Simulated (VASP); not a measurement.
A run of VASP 6.6.1 is set up as follows.

The input INCAR:

```
SYSTEM = Al
ALGO     = Normal         ! electronic algorithm
EDIFF    = 1E-6           ! SCF threshold, eV
ENCUT    = 520            ! plane-wave cutoff, eV
GGA      = PE             ! functional
ISIF     = 2              ! what is computed and relaxed
ISMEAR   = -1             ! smearing method
LASPH    = .True.         ! aspherical terms in the spheres
LCHARG   = .True.         ! write CHGCAR
LELF     = .True.         ! ELF
LREAL    = .False.        ! projectors in reciprocal space
LVHAR    = .True.       
LWAVE    = .False.        ! write WAVECAR
NBANDS   = 8              ! bands
NELM     = 80             ! most SCF steps
PREC     = Accurate       ! precision mode
SIGMA    = 0.1            ! smearing width, eV
```

KPOINTS

```
k-points
0
Gamma
  18 18 18
  0 0 0
```

File POSCAR:

```
Al
1.0
   -1.2840965743      1.2840965743      1.2840965743
    1.2840965743     -1.2840965743      1.2840965743
    1.2840965743      1.2840965743     -1.2840965743
Al
1
Direct
    0.0000000000      0.0000000000      0.0000000000
```

Potentials or basis: VASP PAW PBE potentials, release 64 (Al).

The run is started by

```bash
$ cat potpaw_PBE.64/Al/POTCAR > POTCAR
$ mpirun -np 1 vasp_std > vasp.out
```

Q: Estimate the pressure.

A: 202.9 GPa.
